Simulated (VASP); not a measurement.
Here is a VASP 6.6.1 calculation.

Contents of INCAR:

```
ALGO = Normal ; EDIFF = 1E-7
ENCUT = 520 ; GGA = PE
ISIF = 2 ; ISMEAR = -1
LASPH = True ; LCHARG = False
LREAL = False ; LWAVE = False
NBANDS = 17 ; NELM = 100
PREC = Accurate ; SIGMA = 0.06122561905347299
```

The input KPOINTS:

```
k-points
0
Gamma
  36 36 36
```

File POSCAR:

```
PbO
1.0
    0.0000000000      2.5975808660      2.5975808660
    2.5975808660      0.0000000000      2.5975808660
    2.5975808660      2.5975808660      0.0000000000
Pb O
1 1
Direct
    0.0000000000      0.0000000000      0.0000000000
    0.5000000000      0.5000000000      0.5000000000
```

Potentials or basis: VASP PAW PBE potentials, release 64 (Pb_d, O).

The run is started by

```bash
$ cat potpaw_PBE.64/Pb_d/POTCAR potpaw_PBE.64/O/POTCAR > POTCAR
$ mpirun -np 1 vasp_std > vasp.out
```

Problem. What does it give for the band gap on the k mesh?

Solution. 0.14 eV.

Problem. What does it give for the pressure?

Solution. 3.7 GPa.

Caveat: the cell stands under pressure; spin-orbit coupling is left out, which moves the levels of the heavy elements. A k mesh can miss the band edges.
